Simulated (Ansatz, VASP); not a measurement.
Two plane-wave programs on ZnH6S

```
Zn S H
1.0
    12.30000    0.00000    0.00000
     0.00000   12.10000    0.00000
     0.00000    0.00000   12.30000
Zn S H
1 1 6
Direct
  0.64944 0.54912 0.48070
  0.37307 0.38599 0.43414
  0.52263 0.53859 0.63996
  0.73097 0.57901 0.56905
  0.57458 0.52093 0.38579
  0.26400 0.37826 0.44846
  0.48224 0.51031 0.60135
  0.36330 0.48332 0.38082
```

Alike in both runs: functional PBEsol; k mesh 1 × 1 × 1; occupations gaussian, width 0.05 eV; no spin polarisation.

Ansatz relaxed the structure, and its values are those at the end. VASP's run is a single point on that final structure, the one shown.

|  | VASP | Ansatz |
| --- | --- | --- |
| version | VASP 6.6.1 | Ansatz 0.2.0 |
| potentials or method | VASP PAW PBE potentials, release 64 (Zn, S, H), cutoff 520 eV | scalar-relativistic, plane waves, PAW |
| valence electrons in the cell | 24 | 24 |

Ansatz gave:

| Item | Value |
| --- | --- |
| gap on the k mesh at the Fermi level (eV) | 4.80 |
| rms of the force components (eV/Å) | 0.009 |

Q: Estimate VASP's values.

A: gap on the k mesh at the Fermi level (eV): 4.82; rms of the force components (eV/Å): 0.033.

VASP's potentials were made for PBE, not for PBEsol. The functional is the same, so the differences come from potentials, cutoffs and numerics. Ansatz's warnings: xc potential rough in thin density.
